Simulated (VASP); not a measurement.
# HfN (P4/mmm) in VASP: a series of runs, part 2 of 2

VASP 6.6.1.

**3. Relaxation of cell and atoms, PBE**

This run uses another cell than the first one, of 16.17 Å³/atom.

Contents of INCAR:

```
PREC = Accurate ; ENCUT = 600
EDIFF = 1E-6 ; ISMEAR = 0
SIGMA = 0.1 ; LREAL = F
LASPH = T ; NELM = 100
ALGO = Normal ; ISIF = 3
LWAVE = F ; LCHARG = F
GGA = PE ; IBRION = 2
NSW = 100 ; EDIFFG = -0.01
```

Contents of KPOINTS:

```
regular mesh
0
Gamma
  18 18 16
```

Contents of POSCAR:

```
HfN
1.0
    3.0636476293      0.0000000000      0.0000000000
    0.0000000000      3.0636476293      0.0000000000
    0.0000000000      0.0000000000      3.4445834791
Hf N
1 1
Direct
    0.5000000000      0.5000000000      0.0000000000
    0.0000000000      0.0000000000      0.0000000000
```

Potentials or basis: VASP PAW PBE potentials, release 64 (Hf_pv, N).

On the command line:

```sh
cat potpaw_PBE.64/Hf_pv/POTCAR potpaw_PBE.64/N/POTCAR > POTCAR
mpirun -np 1 vasp_std > vasp.out
```

OUTCAR:

```text
PREC = Accurate
   ENCUT = 600
   EDIFF = 1E-6
   ISMEAR = 0
   LREAL = F
   LASPH = T
   NELM = 100
   ISIF = 3
   GGA = PE
   IBRION = 2
   NSW = 100
   EDIFFG = -0.01

 ion  position               nearest neighbor table
   1  0.500  0.500  0.000-   2 2.17   2 2.17   2 2.17   2 2.17
   2  0.000  0.000  0.000-   1 2.17   1 2.17   1 2.17   1 2.17

  LATTYP: Found a simple tetragonal cell.
 ALAT       =     3.0636476293
 C/A-ratio  =     1.1243406213

  Lattice vectors:

 A1 = (   3.0636476293,   0.0000000000,   0.0000000000)
 A2 = (   0.0000000000,   3.0636476293,   0.0000000000)
 A3 = (   0.0000000000,   0.0000000000,   3.4445834791)

Analysis of symmetry for initial positions (statically):
=====================================================================
 Subroutine PRICEL returns:
 Original cell was already a primitive cell.

 Routine SETGRP: Setting up the symmetry group for a
 simple tetragonal supercell.

 Subroutine GETGRP returns: Found 16 space group operations
 (whereof 16 operations were pure point group operations)
 out of a pool of 16 trial point group operations.

The static configuration has the point symmetry D_4h.

Analysis of symmetry for dynamics (positions and initial velocities):
=====================================================================
 Subroutine PRICEL returns:
 Original cell was already a primitive cell.

 Routine SETGRP: Setting up the symmetry group for a
 simple tetragonal supercell.

 Subroutine GETGRP returns: Found 16 space group operations
 (whereof 16 operations were pure point group operations)
 out of a pool of 16 trial point group operations.

The dynamic configuration has the point symmetry D_4h.

 Subroutine INISYM returns: Found 16 space group operations
 (whereof 16 operations are pure point group operations),
 and found     1 'primitive' translations

[... 130 lines left out ...]
 maximum number of plane-waves:      1100
   NGX = 13   NGY = 13   NGZ = 13

--------------------------------------- Ionic step        1  -------------------------------------------

 number of electron      15.0000004 magnetization

 Free energy of the ion-electron system (eV)
  ---------------------------------------------------
  ext. energy  EPLUGINS =         0.00000000
  ---------------------------------------------------
  free energy    TOTEN  =       -20.41832233 eV

  energy without entropy =      -20.41478866  energy(sigma->0) =      -20.41655549

------------------------ aborting loop because EDIFF is reached ----------------------------------------

  FORCE on cell =-STRESS in cart. coord.  units (eV):
  Direction    XX          YY          ZZ          XY          YZ          ZX
  --------------------------------------------------------------------------------------
  -------------------------------------------------------------------------------------
  Total       -0.2260986     -0.2260986     -0.1600199      0.0000000     -0.0000000      0.0000000
  in kB      -11.2045422    -11.2045422     -7.9299446      0.0000000     -0.0000000      0.0000000
  external PRESSURE =     -10.1130096 kB  Pullay stress =       0.0000000 kB
[... 131 lines left out ...]
--------------------------------------- Ionic step        5  -------------------------------------------

 number of electron      15.0000004 magnetization

 Free energy of the ion-electron system (eV)
  ---------------------------------------------------
  ext. energy  EPLUGINS =         0.00000000
  ---------------------------------------------------
  free energy    TOTEN  =       -20.41931131 eV

  energy without entropy =      -20.41608401  energy(sigma->0) =      -20.41769766

 E-fermi :   4.3223     XC(G=0): -10.7822

 val. band max:        4.3002379203   @ k =   0.5000   0.4444   0.3125
 cond. band min:       4.3232678412   @ k =   0.3889   0.3889   0.1250
 fundamental gap:      0.0230299209
 Fermi energy:         4.3223212801

 k-point     1 :       0.0000    0.0000    0.0000
  band No.  band energies     occupation
      1     -26.4385      2.00000
      2     -26.1177      2.00000
      3     -26.1177      2.00000
      4     -10.9546      2.00000
      5       1.4812      2.00000
      6       2.6061      2.00000
      7       2.8141      2.00000
      8       2.8390      2.00000
      9       2.8390      2.00000
     10       8.8247      0.00000
     11       8.8247      0.00000
[... 309 lines left out ...]
 k-point    24 :       0.3333    0.1111    0.0000
  band No.  band energies     occupation
      1     -26.6752      2.00000
      2     -26.3847      2.00000
      3     -26.1278      2.00000
      4      -9.4314      2.00000
      5      -1.4159      2.00000
      6       0.4437      2.00000
      7       1.8080      2.00000
      8       2.7258      2.00000
      9       7.5030      0.00000
     10       8.3494      0.00000
     11       9.6357      0.00000

 [... further k-points ...]

------------------------ aborting loop because EDIFF is reached ----------------------------------------

  FORCE on cell =-STRESS in cart. coord.  units (eV):
  Direction    XX          YY          ZZ          XY          YZ          ZX
  --------------------------------------------------------------------------------------
  -------------------------------------------------------------------------------------
  Total        0.0021631      0.0021631     -0.0065709      0.0000000      0.0000000      0.0000000
  in kB        0.1083405      0.1083405     -0.3291050      0.0000000      0.0000000      0.0000000
  external PRESSURE =      -0.0374746 kB  Pullay stress =       0.0000000 kB
[... 17 lines left out ...]
  FREE ENERGIE OF THE ION-ELECTRON SYSTEM (eV)
  ---------------------------------------------------
  free  energy   TOTEN  =       -20.4193113060 eV

  energy  without entropy=      -20.4160840096  energy(sigma->0) =      -20.41769766

 reached required accuracy - stopping structural energy minimisation
```

OSZICAR:

```text
N       E                     dE             d eps       ncg     rms          rms(c)
DAV:   1     0.380044049170E+02    0.38004E+02   -0.87682E+03 10914   0.139E+03
DAV:   2    -0.213439400142E+02   -0.59348E+02   -0.54490E+02 14569   0.256E+02
DAV:   3    -0.244740635741E+02   -0.31301E+01   -0.30584E+01 13580   0.476E+01
[... 38 lines left out ...]
DAV:   2    -0.204197363341E+02    0.16905E-02   -0.37131E-03 11744   0.501E-01    0.168E-01
DAV:   3    -0.204194003312E+02    0.33600E-03   -0.54180E-04 12222   0.195E-01    0.553E-02
DAV:   4    -0.204193093589E+02    0.90972E-04   -0.26692E-04 12478   0.132E-01    0.503E-02
DAV:   5    -0.204193105941E+02   -0.12351E-05   -0.64778E-06 12568   0.241E-02    0.324E-02
DAV:   6    -0.204193113060E+02   -0.71189E-06   -0.17056E-06  9743   0.106E-02
   5 F= -.20419311E+02 E0= -.20417698E+02  d E =-.466298E-03
```

CONTCAR:

```text
HfN
   1.00000000000000
     3.0591169401071907   -0.0000000000000000    0.0000000000000000
    -0.0000000000000000    3.0591169401071907    0.0000000000000000
     0.0000000000000000   -0.0000000000000000    3.4182940058485083
  Hf              N
     1     1
Direct
     0.5000000000000000    0.5000000000000000    0.0000000000000000
     0.0000000000000000    0.0000000000000000    0.0000000000000000

  0.00000000E+00  0.00000000E+00  0.00000000E+00
  0.00000000E+00  0.00000000E+00  0.00000000E+00
```

Run time: 8.4 min. Hardware: 1 thread of Intel Xeon 8259CL, shared host; peak memory 0.37 GiB.

Results:

* Free energy: -20.4193 eV
* Relaxed volume: 15.99 Å³/atom
* Relaxed cell: a = 3.059 Å, b = 3.059 Å, c = 3.418 Å, α = 90.00°, β = 90.00°, γ = 90.00°
* Space group after relaxing (to 0.1 Å): P4/mmm (No. 123)
* Energy gained by relaxing: 0.5 meV/atom
* Ionic steps: 5
* Pressure after relaxing: 0.0 GPa
* Band gap on the k mesh: zero (an odd number of electrons rules out a gap without spin polarisation)

The path:
```tsv
step	energy change (eV)	largest force (eV/Å)	pressure (GPa)	volume (Å³)
1	0.0000	0.0000	-1.01	32.33
2	0.0016	0.0000	1.92	31.86
3	-0.0005	0.0000	-0.06	32.17
4	-0.0009	0.0000	-0.04	32.08
5	-0.0010	0.0000	0.00	31.99
```

Final structure:
```
CELL_PARAMETERS angstrom
3.05912 0.00000 0.00000
0.00000 3.05912 0.00000
0.00000 0.00000 3.41829
ATOMIC_POSITIONS crystal
Hf 0.50000 0.50000 0.00000
N 0.00000 0.00000 0.00000
```

Levels at points of the mesh, in eV from the Fermi level:
| k point | band 4 | band 5 | band 6 | band 7 | band 8 | band 9 | band 10 | band 11 |
| --- | --- | --- | --- | --- | --- | --- | --- | --- |
| (0.00, 0.00, 0.00) | -15.28 | -2.84 | -1.72 | -1.51 | -1.48 | -1.48 | 4.50 | 4.50 |
| (0.50, 0.00, 0.00) | -13.05 | -6.81 | -4.70 | -2.88 | -1.22 | 4.47 | 4.98 | 5.36 |
| (0.50, 0.50, 0.00) | -14.61 | -2.85 | -2.85 | -1.06 | -0.11 | 1.90 | 1.90 | 7.38 |
| (0.00, 0.00, 0.50) | -14.97 | -4.34 | -1.35 | -1.35 | -1.15 | 2.97 | 2.97 | 4.35 |
| (0.50, 0.00, 0.50) | -12.82 | -6.39 | -4.98 | -4.58 | 2.61 | 3.70 | 4.10 | 5.11 |
| (0.50, 0.50, 0.50) | -14.42 | -2.45 | -2.45 | -2.39 | -0.75 | -0.75 | 5.65 | 6.89 |

Caveat: spin-orbit coupling is left out, which moves the levels of the heavy elements.
